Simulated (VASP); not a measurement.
Crystal: TiSe.

```
CELL_PARAMETERS angstrom
3.55900 0.00000 0.00000
-1.77950 3.08218 0.00000
0.00000 0.00000 6.22000
ATOMIC_POSITIONS crystal
Ti 0.00000 0.00000 0.00000
Ti 0.00000 0.00000 0.50000
Se 0.33333 0.66667 0.25000
Se 0.66667 0.33333 0.75000
```

- Program: VASP 6.6.1
- Task: relaxation of cell and atoms
- Functional: PBEsol
- Potentials or basis: VASP PAW PBE potentials, release 64 (Ti_sv, Se)
- Cutoff: 600 eV
- k mesh: 9 × 9 × 4
- Occupations: fermi-dirac, width 0.1 eV
- Spin: no spin polarisation

At the start: pressure -0.2 GPa; volume 17.06 Å³/atom.

Task: Where does the relaxation end?

Result: Over 6 steps the energy falls by 57.4 meV/atom and the volume is 16.56 Å³/atom (-2.9 %); space group P6_3/mmc (No. 194, to 0.1 Å) before and after.

The path:
```tsv
step	energy change (eV)	largest force (eV/Å)	pressure (GPa)	volume (Å³)
1	0.0000	0.0000	-0.22	68.23
2	-0.1201	0.0000	-1.00	67.95
3	-0.2243	0.0000	-1.74	67.15
4	-0.2242	0.0000	-1.71	67.21
5	-0.2177	0.0000	2.77	64.85
6	-0.2294	0.0000	0.00	66.26
```

Final structure:
```
Ti Se
1.0
     3.36967    0.00000    0.00000
    -1.68484    2.91822    0.00000
     0.00000    0.00000    6.73779
Ti Se
2 2
Direct
  0.00000 0.00000 0.00000
  0.00000 0.00000 0.50000
  0.33333 0.66667 0.25000
  0.66667 0.33333 0.75000
```

Caveat: the PAW data sets were made with another functional, which shifts forces and pressure a little.
